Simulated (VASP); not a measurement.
A run of VASP 6.6.1:

File INCAR:

```
PREC = Accurate
ENCUT = 520
EDIFF = 1E-7
ISMEAR = 0
SIGMA = 0.05
LREAL = F
LASPH = T
NELM = 60
ALGO = Normal
ISIF = 2
LWAVE = F
LCHARG = F
GGA = PE
NBANDS = 46
```

Contents of KPOINTS:

```
Automatic mesh
0
Gamma
  4 4 8
```

File POSCAR:

```
Zn4HO4
1.0
    5.6098780345      0.0000000000      0.0000000000
    0.0000000000      5.6098780345      0.0000000000
    0.0000000000      0.0000000000      3.2790255992
Zn O H
4 4 1
Direct
    0.1816262562      0.1816262562      0.5000000000
    0.8183737438      0.8183737438      0.5000000000
    0.6816262562      0.3183737438      0.0000000000
    0.3183737438      0.6816262562      0.0000000000
    0.8184651117      0.1815348883      0.5000000000
    0.1815348883      0.8184651117      0.5000000000
    0.6815348883      0.6815348883      0.0000000000
    0.3184651117      0.3184651117      0.0000000000
    0.9999176225      0.8183737438      0.3750000000
```

Potentials or basis: VASP PAW PBE potentials, release 64 (Zn, O, H).

Launch:

```sh
$ cat potpaw_PBE.64/Zn/POTCAR potpaw_PBE.64/O/POTCAR potpaw_PBE.64/H/POTCAR > POTCAR
$ mpirun -np 1 vasp_std > vasp.out
```

Hardware: 1 thread of Intel(R) Xeon(R) 6975P-C (Granite Rapids) (shared host).

How long does it take, and how much memory?

Run time: 2.8 min on 1 thread of Intel(R) Xeon(R) 6975P-C (Granite Rapids), with other jobs on the host, peak memory 0.35 GiB. Counts: scf iterations 18, k points 68.
